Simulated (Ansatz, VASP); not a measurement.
# Two plane-wave programs on La

The input INCAR:

```
ALGO = Normal ; EDIFF = 1E-6
ENCUT = 520 ; GGA = PE
ISIF = 2 ; ISMEAR = 1
LASPH = T ; LCHARG = F
LREAL = F ; LWAVE = F
NBANDS = 18 ; NELM = 100
PREC = Accurate ; SIGMA = 0.1097
```

The input KPOINTS:

```
k-points
0
Gamma
  9 9 5
```

Contents of POSCAR:

```
La
1.0
    2.1567020000      3.7355160000      0.0000000000
   -2.1567020000      3.7355160000      0.0000000000
    0.0000000000      0.0000000000      7.0661780000
La
2
Direct
    0.3333300000      0.3333400000      0.2500000000
    0.6666600000      0.6666700000      0.7500000000
```

Input for Ansatz:

```yaml
crystal:
  lattice:
    - [2.156702, 3.735516, 0.0]
    - [-2.156702, 3.735516, 0.0]
    - [0.0, 0.0, 7.066178]
  atoms:
    - { symbol: La, position: [0.33333, 0.33334, 0.25] }
    - { symbol: La, position: [0.66666, 0.66667, 0.75] }
  symmetry: { tolerance: 0.0003 }
kpoints:
  mp_grid: { grid: [9, 9, 5], shift: [0, 0, 0] }
  band_path:
    path:
      - [0.0, 0.0, 0.0]
      - [0.5, 0.0, 0.0]
      - [0.66666667, 0.33333333, 0.0]
      - [0.0, 0.0, 0.0]
      - [0.0, 0.0, 0.5]
      - [0.5, 0.0, 0.5]
      - [0.66666667, 0.33333333, 0.5]
      - [0.0, 0.0, 0.5]
      - [0.5, 0.0, 0.5]
      - [0.5, 0.0, 0.0]
      - [0.66666667, 0.33333333, 0.5]
    npoints: 6
magnetization:
  spin_polarized: false
scf:
  occupations: { method: cold, width: 0.1097 }
  lower_state_search: "off"
  max_iter: 200
hamiltonian:
  pseudopotentials: { kind: paw }
  xc: pbe
basis:
  ecutwfc: 420
  fft_grid_basis: typed
output:
  forces: true
  stress: true
  eigenvalues: true
  bader: true
  populations: true
  elf: true
  write_potential: true
  volumetric_format: npy
  dos:
    e_range: [-12, 8]
    de: 0.05
    projected: { site_lists: { La: [La] } }
checkpoint:
  read: saved_state
```

Alike in both runs: task single point; functional PBE; k mesh 9 × 9 × 5; no spin polarisation.

|  | VASP | Ansatz |
| --- | --- | --- |
| version | VASP 6.6.1 | Ansatz 0.2.0 |
| potentials or method | VASP PAW PBE potentials, release 64 (La), cutoff 520 eV | PAW plane waves |
| occupations | methfessel-paxton of order 1, width 0.1097 eV | cold, width 0.1097 eV |
| valence electrons in the cell | 22 | 22 |

|  | VASP | Ansatz | Ansatz less VASP |
| --- | --- | --- | --- |
| pressure (GPa) | -6.0 | -6.0 | +0.03 |
| traceless stress, the component that is largest in VASP (GPa) | -0.55 | -0.50 | +0.048 |

Ansatz's warnings: structure snapped to symmetry.

Spin-orbit coupling is off throughout.
